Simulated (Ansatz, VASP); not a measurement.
One calculation of SnTe, two programs

```
CELL_PARAMETERS angstrom
0.00000 3.22920 3.22920
3.22920 0.00000 3.22920
3.22920 3.22920 0.00000
ATOMIC_POSITIONS crystal
Sn 0.00000 0.00000 0.00000
Te 0.50000 0.50000 0.50000
```

Change from the starting cell: hydrostatic strain +1.2%.

Alike in both runs: task single point; functional HSE06; k mesh 6 × 6 × 6; occupations fermi-dirac, width 0.02 eV; no spin polarisation.

|  | VASP | Ansatz |
| --- | --- | --- |
| version | VASP 6.6.1 | Ansatz 0.2.0 |
| potentials or method | VASP PAW PBE potentials, release 64 (Sn_d, Te) | plane waves, PAW |
| plane-wave cutoff (eV) | 520 | 420 |
| valence electrons in the cell | 20 | 30 |

Ansatz gave:

```
pressure (GPa) : -1.8
```

Problem. What did VASP give for the same quantities?

Solution. Pressure (GPa): -2.0.

VASP's potentials hold 20 valence electrons a cell and Ansatz's 30, so a difference there can come from the potentials and not from the codes. Ansatz's warnings: stress exchange threshold loose, stress scf threshold loose.

Spin-orbit coupling is off throughout.
